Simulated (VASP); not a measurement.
# Cu (P2/m) in VASP: a series of runs, part 2 of 2

VASP 6.6.1. Earlier steps stand in the parts before.

### 3 Single point, r2SCAN

The input, POSCAR:

```
Cu
1.0
   11.5702540000      0.0000000000      0.0000000000
    0.0000000000      2.2382120000      0.0000000000
   -4.5956240000      0.0000000000     21.7433880000
Cu
1
Direct
    0.5000000000      0.5000000000      0.5000000000
```

The input, INCAR.step1:

```
PREC = Accurate
ENCUT = 520
ISMEAR = 0
SIGMA = 0.3
LREAL = False
LASPH = True
NELM = 100
NBANDS = 12
GGA = PE
ALGO = Normal
EDIFF = 1E-4
LWAVE = True
LCHARG = False
```

The input, INCAR.step2:

```
PREC = Accurate
ENCUT = 520
EDIFF = 1E-6
ISMEAR = 0
SIGMA = 0.3
LREAL = False
LASPH = True
NELM = 100
ALGO = Normal
ISIF = 2
LWAVE = False
LCHARG = False
METAGGA = R2SCAN
LMIXTAU = True
NBANDS = 12
ISTART = 1
```

The input, KPOINTS:

```
Automatic mesh
0
Gamma
  3 15 2
```

Potentials or basis: VASP PAW PBE potentials, release 64 (Cu).

The run is started by

```
> cat potpaw_PBE.64/Cu/POTCAR > POTCAR
> cp INCAR.step1 INCAR
> mpirun -np 1 vasp_std > vasp.out
> cp INCAR.step2 INCAR
> mpirun -np 1 vasp_std > vasp.out
```

OUTCAR:

```text
PREC = Accurate
   ENCUT = 520
   EDIFF = 1E-6
   ISMEAR = 0
   LREAL = False
   LASPH = True
   NELM = 100
   ISIF = 2
   METAGGA = R2SCAN
   ISTART = 1

 ion  position               nearest neighbor table
   1  0.500  0.500  0.500-

  LATTYP: Found a simple monoclinic cell.
 ALAT       =    11.5702540000
 B/A-ratio  =     0.1934453643
 C/A-ratio  =     1.9207652137
 COS(beta)  =    -0.2067889433

  Lattice vectors:

 A1 = (  11.5702540000,   0.0000000000,   0.0000000000)
[... 541 lines left out ...]
     12       2.1156      0.00000

 [... further k-points ...]

------------------------ aborting loop because EDIFF is reached ----------------------------------------

  FORCE on cell =-STRESS in cart. coord.  units (eV):
  Direction    XX          YY          ZZ          XY          YZ          ZX
  --------------------------------------------------------------------------------------
  -------------------------------------------------------------------------------------
  Total       -0.0079366      0.3529823     -0.0130382      0.0000000      0.0000000     -0.0027266
  in kB       -0.0225826      1.0043664     -0.0370987      0.0000000      0.0000000     -0.0077581
  external PRESSURE =       0.3148950 kB  Pullay stress =       0.0000000 kB

 VOLUME and BASIS-vectors are now :
 -----------------------------------------------------------------------------
  energy-cutoff  :      520.00
  volume of cell :      563.08
      direct lattice vectors                 reciprocal lattice vectors
    11.570254000  0.000000000  0.000000000     0.086428526  0.000000000  0.018267301
     0.000000000  2.238212000  0.000000000     0.000000000  0.446785202  0.000000000
    -4.595624000  0.000000000 21.743388000     0.000000000  0.000000000  0.045990993

 POSITION                                       TOTAL-FORCE (eV/Angst)
 -----------------------------------------------------------------------------------
      3.48732      1.11911     10.87169         0.000000      0.000000      0.000000
 -----------------------------------------------------------------------------------
    total drift:                                0.000000     -0.000000     -0.000000

  FREE ENERGIE OF THE ION-ELECTRON SYSTEM (eV)
  ---------------------------------------------------
  free  energy   TOTEN  =        -8.5233905215 eV

  energy  without entropy=       -8.4681176656  energy(sigma->0) =       -8.49575409
```

OUTCAR.step1:

```text
PREC = Accurate
   ENCUT = 520
   ISMEAR = 0
   LREAL = False
   LASPH = True
   NELM = 100
[... 578 lines left out ...]

 POSITION                                       TOTAL-FORCE (eV/Angst)
 -----------------------------------------------------------------------------------
      3.48732      1.11911     10.87169         0.000000      0.000000      0.000000
 -----------------------------------------------------------------------------------
    total drift:                                0.000000     -0.000000     -0.000000

  FREE ENERGIE OF THE ION-ELECTRON SYSTEM (eV)
  ---------------------------------------------------
  free  energy   TOTEN  =        -1.7647894172 eV

  energy  without entropy=       -1.7045494788  energy(sigma->0) =       -1.73466945
```

OSZICAR.step1:

```text
N       E                     dE             d eps       ncg     rms          rms(c)
DAV:   1     0.649816325501E+02    0.64982E+02   -0.28388E+03   768   0.549E+02
DAV:   2     0.101497172628E+01   -0.63967E+02   -0.47648E+02   964   0.123E+02
DAV:   3    -0.187388264181E+01   -0.28889E+01   -0.26023E+01  1112   0.263E+01
DAV:   4    -0.197389856511E+01   -0.10002E+00   -0.99123E-01   980   0.717E+00
DAV:   5    -0.197682944587E+01   -0.29309E-02   -0.29303E-02  1004   0.992E-01    0.438E+00
DAV:   6    -0.203686431625E+01   -0.60035E-01   -0.49451E+00   984   0.411E+01    0.335E+00
DAV:   7    -0.176822386981E+01    0.26864E+00   -0.13785E+00  1004   0.204E+01    0.535E-01
DAV:   8    -0.176880106672E+01   -0.57720E-03   -0.23982E-02  1040   0.173E+00    0.605E-01
DAV:   9    -0.176511846453E+01    0.36826E-02   -0.26329E-02   900   0.290E+00    0.144E-01
DAV:  10    -0.176481336565E+01    0.30510E-03   -0.15176E-03   956   0.603E-01    0.396E-02
DAV:  11    -0.176478941720E+01    0.23948E-04   -0.11712E-04   844   0.858E-02
   1 F= -.17647894E+01 E0= -.17346694E+01  d E =-.602399E-01
```

It took 7.7 min on 1 thread of Intel Xeon 6975P-C (Granite Rapids), shared host; peak memory 0.74 GiB.

Results:

```
Free energy : -8.5234 eV
Pressure    : 0.0 GPa
```

Stress tensor (GPa, compression positive):
```
0.00 0.00 0.00
0.00 0.10 0.00
0.00 0.00 0.00
```

Levels at points of the mesh, in eV from the Fermi level:
| k point | band 4 | band 5 | band 6 | band 7 | band 8 | band 9 |
| --- | --- | --- | --- | --- | --- | --- |
| (0.00, 0.00, 0.00) | -1.15 | -0.23 | -0.23 | 2.98 | 2.99 | 5.19 |
| (0.00, 0.00, 0.50) | -1.15 | -0.23 | -0.23 | 2.98 | 2.99 | 5.26 |

Caveat: the PAW data sets were made with another functional, which shifts forces and pressure a little.

### 4 Single point, r2SCAN

POSCAR is that of step 3.

The input, INCAR.step1:

```
SYSTEM = Cu
ALGO = Normal ; EDIFF = 1E-4
ENCUT = 520 ; GGA = PE
ISMEAR = 0 ; LASPH = .TRUE.
LCHARG = .FALSE. ; LREAL = .FALSE.
LWAVE = .TRUE. ; NBANDS = 12
NELM = 100 ; PREC = Accurate
SIGMA = 0.2
```

The input, INCAR.step2:

```
SYSTEM = Cu
ALGO = Normal ; EDIFF = 1E-7
ENCUT = 520 ; ISIF = 2
ISMEAR = 0 ; ISTART = 1
LASPH = .TRUE. ; LCHARG = .TRUE.
LELF = .TRUE. ; LMIXTAU = .TRUE.
LREAL = .FALSE. ; LVHAR = .TRUE.
LWAVE = .FALSE. ; METAGGA = R2SCAN
NBANDS = 12 ; NELM = 100
PREC = Accurate ; SIGMA = 0.2
```

The input, KPOINTS:

```
k-points
0
G
  3 15 2
  0 0 0
```

The run is started by

```
> cat potpaw_PBE.64/Cu/POTCAR > POTCAR
> cp INCAR.step1 INCAR
> mpirun -np 1 vasp_std > vasp.out
> cp INCAR.step2 INCAR
> mpirun -np 1 vasp_std > vasp.out
```

Run time: 9 min. Hardware: 1 thread of Intel Xeon 6975P-C (Granite Rapids), shared host; peak memory 0.75 GiB.

Results (log left out):

```
Free energy : -8.5062 eV
Pressure    : 0.0 GPa
```

Stress tensor (GPa, compression positive):
```
0.00 0.00 0.00
0.00 0.10 0.00
0.00 0.00 0.00
```

Levels at points of the mesh, in eV from the Fermi level:
| k point | band 2 | band 3 | band 4 | band 5 | band 6 | band 7 | band 8 | band 9 |
| --- | --- | --- | --- | --- | --- | --- | --- | --- |
| (0.00, 0.00, 0.00) | -1.26 | -1.08 | -1.08 | -0.15 | -0.15 | 3.00 | 3.01 | 5.20 |
| (0.00, 0.00, 0.50) | -1.26 | -1.08 | -1.08 | -0.15 | -0.15 | 3.00 | 3.01 | 5.26 |

Caveat: the PAW data sets were made with another functional, which shifts forces and pressure a little.

### 5 Overview

| smearing | gap on the mesh (eV) | pressure (GPa) |
| --- | --- | --- |
| gaussian 0.5 eV | none | 0.0 |
| gaussian 0.3 eV | none | 0.0 |
| gaussian 0.2 eV | none | 0.0 |

Alike in all rows: task single point; level r2SCAN; potentials or basis VASP PAW PBE potentials, release 64 (Cu); no spin polarisation; cell as given; k mesh 3 × 15 × 2; cutoff (eV) 520.

Every run on the cell as given and a fine mesh finds a metal.

Caveats: the PAW data sets were made with another functional, which shifts forces and pressure a little.

Total energies depend on the potentials used, so only differences within one code and one set of settings carry meaning.
